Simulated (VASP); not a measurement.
# ZnCd5O6 (P2) in VASP: single point with PBE

Aim: the single point of ZnCd5O6 with PBE.

All numbers are computed with VASP 6.6.1; they aren't measurements. Logs are shortened: lines on timing, memory, paths and dates and some standing lists are left out, and cuts for length are marked.

**1. The cell of the first run**

The structure is monoclinic, space group P2 (No. 3). The conventional cell has a = 3.304 Å, b = 4.789 Å, c = 9.949 Å, α = 90.00°, β = 90.89°, γ = 90.00°. Within 2.8 Å of Zn (site symmetry 2) lie 6 O at 2.08 to 2.71 Å. Within 3.1 Å of Cd (site symmetry 1) lie 6 O at 2.35 to 2.50 Å. Within 3.1 Å of Cd (site symmetry 2) lie 6 O at 2.34 to 2.40 Å. Within 3.0 Å of Cd (site symmetry 1) lie 6 O at 2.28 to 2.46 Å. Within 3.1 Å of O (site symmetry 1) lie 6 Cd at 2.33 to 2.40 Å. Within 3.1 Å of O (site symmetry 2) lie 6 Cd at 2.37 to 2.40 Å. O (site symmetry 1) has 2 Zn at 2.08 to 2.39 Å and 4 Cd at 2.34 to 2.50 Å within 2.8 Å. O (site symmetry 2) has 2 Zn at 2.08 to 2.71 Å and 4 Cd at 2.28 to 2.35 Å within 2.8 Å.

**2. Single point, PBE**

INCAR reads:

```
ALGO     = Normal         # electronic algorithm
EDIFF    = 1E-7           # SCF threshold, eV
ENCUT    = 520            # plane-wave cutoff, eV
GGA      = PE             # functional
ISIF     = 2              # what is computed and relaxed
ISMEAR   = 0              # smearing method
LASPH    = T              # aspherical terms in the spheres
LCHARG   = T              # write CHGCAR
LELF     = T              # ELF
LREAL    = F              # projectors in reciprocal space
LVHAR    = T            
LWAVE    = F              # write WAVECAR
NBANDS   = 66             # bands
NELM     = 100            # most SCF steps
PREC     = Accurate       # precision mode
SIGMA    = 0.1            # smearing width, eV
```

KPOINTS reads:

```
k-points
0
Gamma
  12 8 4
```

POSCAR reads:

```
ZnCd5O6
1.0
    3.3038084260      0.0000000000     -0.0003946488
    0.0000000000      4.7892308193      0.0000000000
   -0.1531587325      0.0000000000      9.9475824711
Zn Cd O
1 5 6
Direct
    0.0000000000      0.9694245216      0.0000000000
    0.9867552480      0.9983001268      0.3277984486
    0.5000000000      0.4989934516      0.5000000000
    0.0132447520      0.9983001268      0.6722015514
    0.5065142124      0.4937029341      0.8385910985
    0.4934857876      0.4937029341      0.1614089015
    0.9852109285      0.5001631021      0.3315538792
    0.5000000000      0.9996069399      0.5000000000
    0.0147890715      0.5001631021      0.6684461208
    0.5561444761      0.0059646254      0.8503723417
    0.0000000000      0.5354496930      0.0000000000
    0.4438555239      0.0059646254      0.1496276583
```

Potentials or basis: VASP PAW PBE potentials, release 64 (Zn, Cd, O).

Launch:

```sh
$ cat potpaw_PBE.64/Zn/POTCAR potpaw_PBE.64/Cd/POTCAR potpaw_PBE.64/O/POTCAR > POTCAR
$ mpirun -np 1 vasp_std > vasp.out
```

OUTCAR:

```text
EDIFF = 1E-7
   ENCUT = 520
   GGA = PE
   ISIF = 2
   ISMEAR = 0
   LASPH = T
   LREAL = F
   NELM = 100
   PREC = Accurate

 ion  position               nearest neighbor table
   1  0.000  0.969  0.000-  11 2.08  10 2.08  12 2.08  10 2.39  12 2.39   5 3.22   6 3.22   6 3.26
                             5 3.26   4 3.27   2 3.27   6 3.39   5 3.39
   2  0.987  0.998  0.328-  12 2.35   8 2.37   7 2.39   8 2.39   7 2.40  12 2.50   1 3.27   6 3.31
                             6 3.34   6 3.36   3 3.37   3 3.37   3 3.38   6 3.39   3 3.39   4 3.43
   3  0.500  0.499  0.500-   7 2.34   9 2.34   9 2.37   7 2.37   8 2.39   8 2.40   2 3.37   4 3.37
                             5 3.37   6 3.37   4 3.37   2 3.37   2 3.38   4 3.38   4 3.39   2 3.39
   4  0.013  0.998  0.672-  10 2.35   8 2.37   9 2.39   8 2.39   9 2.40  10 2.50   1 3.27   5 3.31
                             5 3.34   5 3.36   3 3.37   3 3.37   3 3.38   5 3.39   3 3.39   2 3.43
   5  0.507  0.494  0.839-  11 2.28   9 2.33  10 2.34  11 2.35   9 2.40  10 2.46   6 3.21   1 3.22
                             1 3.26   4 3.31   4 3.34   4 3.36   3 3.37   1 3.39   4 3.39
   6  0.493  0.494  0.161-  11 2.28   7 2.33  12 2.34  11 2.35   7 2.40  12 2.46   5 3.21   1 3.22
                             1 3.26   2 3.31   2 3.34   2 3.36   3 3.37   1 3.39   2 3.39
   7  0.985  0.500  0.332-   6 2.33   3 2.34   3 2.37   2 2.39   6 2.40   2 2.40
   8  0.500  1.000  0.500-   2 2.37   4 2.37   3 2.39   4 2.39   2 2.39   3 2.40
   9  0.015  0.500  0.668-   5 2.33   3 2.34   3 2.37   4 2.39   5 2.40   4 2.40
  10  0.556  0.006  0.850-   1 2.08   5 2.34   4 2.35   1 2.39   5 2.46   4 2.50
  11  0.000  0.535  0.000-   1 2.08   5 2.28   6 2.28   5 2.35   6 2.35
  12  0.444  0.006  0.150-   1 2.08   6 2.34   2 2.35   1 2.39   6 2.46   2 2.50

  LATTYP: Found a simple monoclinic cell.
 ALAT       =     3.3038084496
 B/A-ratio  =     1.4496091079
 C/A-ratio  =     3.0113009314
 COS(beta)  =    -0.0155141921

  Lattice vectors:

 A1 = (   3.3038084260,   0.0000000000,  -0.0003946488)
 A2 = (   0.0000000000,   4.7892308193,   0.0000000000)
 A3 = (  -0.1531587325,   0.0000000000,   9.9475824711)

Analysis of symmetry for initial positions (statically):
=====================================================================
 Subroutine PRICEL returns:
 Original cell was already a primitive cell.

 Routine SETGRP: Setting up the symmetry group for a
 simple monoclinic supercell.

 Subroutine GETGRP returns: Found  2 space group operations
 (whereof  2 operations were pure point group operations)
 out of a pool of  4 trial point group operations.

The static configuration has the point symmetry C_2 .

Analysis of symmetry for dynamics (positions and initial velocities):
=====================================================================
 Subroutine PRICEL returns:
 Original cell was already a primitive cell.

 Routine SETGRP: Setting up the symmetry group for a
 simple monoclinic supercell.

 Subroutine GETGRP returns: Found  2 space group operations
 (whereof  2 operations were pure point group operations)
 out of a pool of  4 trial point group operations.

The dynamic configuration has the point symmetry C_2 .

 Subroutine INISYM returns: Found  2 space group operations
 (whereof  2 operations are pure point group operations),
 and found     1 'primitive' translations

----------------------------------------------------------------------------------------

                                     Primitive cell

  volume of cell :     157.3973

  direct lattice vectors                    reciprocal lattice vectors
     3.303808426  0.000000000 -0.000394649     0.302681545  0.000000000  0.004660260
     0.000000000  4.789230819  0.000000000     0.000000000  0.208801797  0.000000000
    -0.153158733  0.000000000  9.947582471     0.000012008  0.000000000  0.100527122

  length of vectors
     3.303808450  4.789230819  9.948761461     0.302717419  0.208801797  0.100527123

  position of ions in fractional coordinates (direct lattice)
     0.000000000  0.969424522  0.000000000
     0.986755248  0.998300127  0.327798449
     0.500000000  0.498993452  0.500000000
     0.013244752  0.998300127  0.672201551
     0.506514212  0.493702934  0.838591098
     0.493485788  0.493702934  0.161408902
     0.985210929  0.500163102  0.331553879
     0.500000000  0.999606940  0.500000000
     0.014789071  0.500163102  0.668446121
     0.556144476  0.005964625  0.850372342
[... 31 lines left out ...]
     0.000003002  0.000000000  0.025131781     0.000000000  0.000000000  0.250000000

  Length of vectors
     0.025226452  0.026100225  0.025131781

  Shift w.r.t. Gamma in fractional coordinates (k-lattice)
     0.000000000  0.000000000  0.000000000

 Subroutine IBZKPT returns following result:
 ===========================================

 Found    130 irreducible k-points:

 Following reciprocal coordinates:
            Coordinates               Weight
  0.000000  0.000000  0.000000      1.000000
  0.083333  0.000000  0.000000      2.000000
  0.166667  0.000000  0.000000      2.000000
  0.250000  0.000000  0.000000      2.000000
  0.333333  0.000000  0.000000      2.000000
  0.416667  0.000000  0.000000      2.000000
[... 16 lines left out ...]
  0.083333  0.375000  0.000000      4.000000
  0.166667  0.375000  0.000000      4.000000
 [... further k-points ...]
   k-points           NKPTS =    130   k-points in BZ     NKDIM =    130   number of bands    NBANDS=     66
   number of dos      NEDOS =    301   number of ions     NIONS =     12
   total plane-waves  NPLWV =  80640
   dimension x,y,z NGX =    28 NGY =   36 NGZ =   80
   dimension x,y,z NGXF=    56 NGYF=   72 NGZF=  160
   ions per type =               1   5   6
   NGX,Y,Z   is equivalent  to a cutoff of  14.09, 12.50, 13.37 a.u.
   NGXF,Y,Z  is equivalent  to a cutoff of  28.18, 24.99, 26.74 a.u.
 SYSTEM =  unknown system
   PREC   = accura    normal or accurate (medium, high low for compatibility)
   ISTART =      0    job   : 0-new  1-cont  2-samecut
   ICHARG =      2    charge: 1-file 2-atom 10-const
   ISPIN  =      1    spin polarized calculation?
   LNONCOLLINEAR =      F non collinear calculations
   LSORBIT =      F    spin-orbit coupling
   LASPH  =      T    aspherical Exc in radial PAW
   ENCUT  =  520.0 eV  38.22 Ry    6.18 a.u.   6.14  8.90 18.50*2*pi/ulx,y,z
   NELM   =    100;   NELMIN=  2; NELMDL= -5     # of ELM steps
   EDIFF  = 0.1E-06   stopping-criterion for ELM
   LREAL  =      F    real-space projection
   EDIFFG = 0.1E-05   stopping-criterion for IOM
   NSW    =      0    number of steps for IOM
   IBRION =     -1    ionic relax: 0-MD 1-quasi-New 2-CG
   NFREE  =      0    steps in history (QN), initial steepest desc. (CG)
   ISIF   =      2    stress and relaxation
   ISYM   =      2    0-nonsym 1-usesym 2-fastsym
   POTIM  = 0.5000    time-step for ionic-motion
   TEBEG  =    0.0;   TEEND  =   0.0 temperature during run
   PSTRESS=    0.0 pullay stress
   NELECT =     108.0000    total number of electrons
   NUPDOWN=      -1.0000    fix difference up-down
   EMIN   =  10.00;   EMAX   =-10.00  energy-range for DOS
   EFERMI =   0.00;   METHOD = LEGACY
   ISMEAR =     0;   SIGMA  =   0.10  broadening in eV -4-tet -1-fermi 0-gaus
   EFERMI_NEDOS =   21; number of points for ismear=-14 and -15
   IALGO  =     38    algorithm
   IMIX   =      4    mixing-type and parameters
     AMIX     =   0.40;   BMIX     =  1.00
     AMIX_MAG =   1.60;   BMIX_MAG =  1.00
  volume/ion in A,a.u.               =      13.12        88.51
  Fermi-wavevector in a.u.,A,eV,Ry     =   1.443944  2.728658 28.367789  2.084974
  Thomas-Fermi vector in A             =   2.562294
   LORBIT       =      0    0 simple, 1 ext, 2 COOP (PROOUT), +10 PAW based schemes
   GGA     = PE    functional components
   LHFCALC =     F    Hartree Fock is set to
   AEXX    =    0.0000 exact exchange contribution
   IVDW    =     0    specifies the selected vdW correction
   LEPSILON=     F    determine dielectric tensor
   LRPA    =     F    only Hartree local field effects (RPA)
 non-spin polarized calculation
 Gauss-broadening in eV      SIGMA  =   0.10
  energy-cutoff  :      520.00
  volume of cell :      157.40
 maximum number of plane-waves:      4268
 NGX is ok and might be reduce to    28
   NGX = 13   NGY = 17   NGZ = 37

 number of electron     108.0000015 magnetization

 Free energy of the ion-electron system (eV)
  ---------------------------------------------------
  ext. energy  EPLUGINS =         0.00000000
  ---------------------------------------------------
  free energy    TOTEN  =       -46.95964077 eV

  energy without entropy =      -46.95795257  energy(sigma->0) =      -46.95879667

 E-fermi :   1.8504     XC(G=0): -11.4761

 val. band max:        1.8010790877   @ k =  -0.0000   0.5000   0.5000
 cond. band min:       1.9119550803   @ k =   0.0833   0.0000   0.0000
 fundamental gap:      0.1108759926
 Fermi energy:         1.8503973472

 k-point     1 :       0.0000    0.0000    0.0000
  band No.  band energies     occupation
      1     -15.5467      2.00000
      2     -15.1720      2.00000
      3     -15.0883      2.00000
      4     -14.8972      2.00000
      5     -14.7724      2.00000
      6     -14.7314      2.00000
[... 1645 lines left out ...]
     65      10.4356      0.00000
     66      11.3693      0.00000

 [... further k-points ...]

------------------------ aborting loop because EDIFF is reached ----------------------------------------

  FORCE on cell =-STRESS in cart. coord.  units (eV):
  Direction    XX          YY          ZZ          XY          YZ          ZX
  --------------------------------------------------------------------------------------
  -------------------------------------------------------------------------------------
  Total        1.1942672      1.0940948      1.2559192      0.0000000      0.0000000      0.0624449
  in kB       12.1566725     11.1369988     12.7842401      0.0000000      0.0000000      0.6356383
  external PRESSURE =      12.0259705 kB  Pullay stress =       0.0000000 kB

 VOLUME and BASIS-vectors are now :
 -----------------------------------------------------------------------------
  energy-cutoff  :      520.00
  volume of cell :      157.40
      direct lattice vectors                 reciprocal lattice vectors
     3.303808426  0.000000000 -0.000394649     0.302681545  0.000000000  0.004660260
     0.000000000  4.789230819  0.000000000     0.000000000  0.208801797  0.000000000
    -0.153158733  0.000000000  9.947582471     0.000012008  0.000000000  0.100527122

 POSITION                                       TOTAL-FORCE (eV/Angst)
 -----------------------------------------------------------------------------------
      0.00000      4.64280      0.00000         0.000000      0.043547      0.000000
      3.20985      4.78109      3.26041        -0.014299      0.001214     -0.003509
      1.57532      2.38979      4.97359         0.000000      0.000567      0.000000
     -0.05920      4.78109      6.68678         0.014299      0.001214      0.003509
      1.54499      2.36446      8.34175        -0.012753      0.006746     -0.020722
      1.60566      2.36446      1.60543         0.012753      0.006746      0.020722
      3.20417      2.39540      3.29777         0.013999     -0.001401     -0.008609
      1.57532      4.78735      4.97359        -0.000000     -0.000992      0.000000
     -0.05352      2.39540      6.64942        -0.013999     -0.001401      0.008609
      1.70715      0.02857      8.45893        -0.026678     -0.015806      0.023838
      0.00000      2.56439      0.00000         0.000000     -0.024627      0.000000
      1.44350      0.02857      1.48826         0.026678     -0.015806     -0.023838
 -----------------------------------------------------------------------------------
    total drift:                                0.000001      0.001771     -0.000016

  FREE ENERGIE OF THE ION-ELECTRON SYSTEM (eV)
  ---------------------------------------------------
  free  energy   TOTEN  =       -46.9596407695 eV

  energy  without entropy=      -46.9579525653  energy(sigma->0) =      -46.95879667
```

Run time: 14 min. Hardware: 1 thread of Intel Xeon 6975P-C (Granite Rapids), shared host; peak memory 1 GiB.

Results:

| Quantity | Value |
| --- | --- |
| Free energy | -46.9596 eV |
| Pressure | 1.2 GPa |
| Largest force | 0.044 eV/Å |
| Band gap on the k mesh | zero (bands 54 and 55 overlap by 0.30 eV) |

Forces in eV/Å, atoms in the order of the input:
```
Zn   0.000  0.044  0.000
Cd  -0.014  0.001 -0.004
Cd   0.000  0.001  0.000
Cd   0.014  0.001  0.004
Cd  -0.013  0.007 -0.021
Cd   0.013  0.007  0.021
O    0.014 -0.001 -0.009
O    0.000 -0.001  0.000
O   -0.014 -0.001  0.009
O   -0.027 -0.016  0.024
O    0.000 -0.025  0.000
O    0.027 -0.016 -0.024
```

Levels at points of the mesh, in eV from the Fermi level:
```
           k point  band 50  band 51  band 52  band 53  band 54  band 55  band 56  band 57  band 58  band 59
(0.00, 0.00, 0.00)    -1.12    -0.87    -0.82    -0.65    -0.40    -0.35     2.93     3.07     3.56     5.92
(0.50, 0.00, 0.00)    -1.96    -1.94    -1.67    -0.39    -0.16     3.82     4.05     4.30     4.49     5.00
(0.00, 0.50, 0.00)    -0.52    -0.50    -0.46    -0.42    -0.28     3.05     3.20     3.88     4.04     4.13
(0.50, 0.50, 0.00)    -1.15    -0.38    -0.20    -0.18    -0.06     4.19     4.32     5.59     5.64     5.95
(0.00, 0.00, 0.50)    -1.11    -1.03    -1.01    -0.39    -0.14     0.95     1.10     4.26     4.32     5.02
(0.50, 0.00, 0.50)    -1.86    -1.15    -0.97    -0.88    -0.84     3.35     3.81     4.67     4.92     5.18
(0.00, 0.50, 0.50)    -0.97    -0.38    -0.26    -0.19    -0.05     3.39     3.41     3.45     3.58     4.35
(0.50, 0.50, 0.50)    -0.90    -0.62    -0.60    -0.47    -0.34     4.67     5.14     5.26     5.45     5.55
```

Caveat: semilocal functionals underestimate gaps, and a narrow one can read as zero.

The gap in the log of VASP goes by the Fermi energy; the results here count the filled bands.